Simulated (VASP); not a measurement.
Set up this calculation in VASP 6.6.1, as the native input.

| Item | Value |
| --- | --- |
| Task | single point |
| Functional | r2SCAN |
| Potentials or basis | VASP PAW PBE potentials, release 64 (Zr_sv, S) |
| Cutoff | 520 eV |
| k mesh | 6 × 6 × 6 |
| Occupations | fermi-dirac, width 0.05 eV |
| Spin | no spin polarisation |
| Dipole correction | no |
| Further INCAR settings | ALGO = Normal; EDIFF = 1e-06; NBANDS = 32 |

Crystal: Zr3S2.

```
Zr S
1.0
     2.88915    1.66805    3.49741
    -2.88915    1.66805    3.49741
     0.00000   -3.33610    3.49741
Zr S
3 2
Direct
  0.83835 0.50000 0.16165
  0.50000 0.16165 0.83835
  0.16165 0.83835 0.50000
  0.66476 0.66476 0.66476
  0.33524 0.33524 0.33524
```

These files were run (other wordings do the same):

POSCAR

```
Zr3S2
1.0
    2.8891468074      1.6680496870      3.4974065727
   -2.8891468074      1.6680496870      3.4974065727
    0.0000000000     -3.3360993740      3.4974065727
Zr S
3 2
Direct
    0.8383479914      0.5000000000      0.1616520086
    0.5000000000      0.1616520086      0.8383479914
    0.1616520086      0.8383479914      0.5000000000
    0.6647572705      0.6647572705      0.6647572705
    0.3352427295      0.3352427295      0.3352427295
```

INCAR.step1

```
SYSTEM = Zr3S2
PREC = Accurate ; ENCUT = 520
ISMEAR = -1 ; SIGMA = 0.05
LREAL = .FALSE. ; LASPH = .TRUE.
NELM = 60 ; NBANDS = 32
GGA = PE ; ALGO = Normal
EDIFF = 1E-4 ; LWAVE = .TRUE.
LCHARG = .FALSE.
```

INCAR.step2

```
SYSTEM = Zr3S2
PREC = Accurate ; ENCUT = 520
EDIFF = 1E-6 ; ISMEAR = -1
SIGMA = 0.05 ; LREAL = .FALSE.
LASPH = .TRUE. ; NELM = 60
ALGO = Normal ; ISIF = 2
LWAVE = .FALSE. ; LCHARG = .FALSE.
METAGGA = R2SCAN ; LMIXTAU = .TRUE.
NBANDS = 32 ; ISTART = 1
```

KPOINTS

```
Automatic mesh
0
G
  6 6 6
  0 0 0
```

Potentials or basis: VASP PAW PBE potentials, release 64 (Zr_sv, S).

Launch:

```bash
$ cat potpaw_PBE.64/Zr_sv/POTCAR potpaw_PBE.64/S/POTCAR > POTCAR
$ cp INCAR.step1 INCAR
$ mpirun -np 1 vasp_std > vasp.out
$ cp INCAR.step2 INCAR
$ mpirun -np 1 vasp_std > vasp.out
```

It gave:

```
Pressure               : 0.0 GPa
Largest force          : 0.010 eV/Å
Band gap on the k mesh : zero (band 24 reaches 9.13 eV, above the bottom of band 25 at 8.89 eV)
```

Caveat: the PAW data sets were made with another functional, which shifts forces and pressure a little.

Wall time 3.7 min on 1 thread of Intel Xeon 6975P-C, on a shared host, peak memory 0.26 GiB.
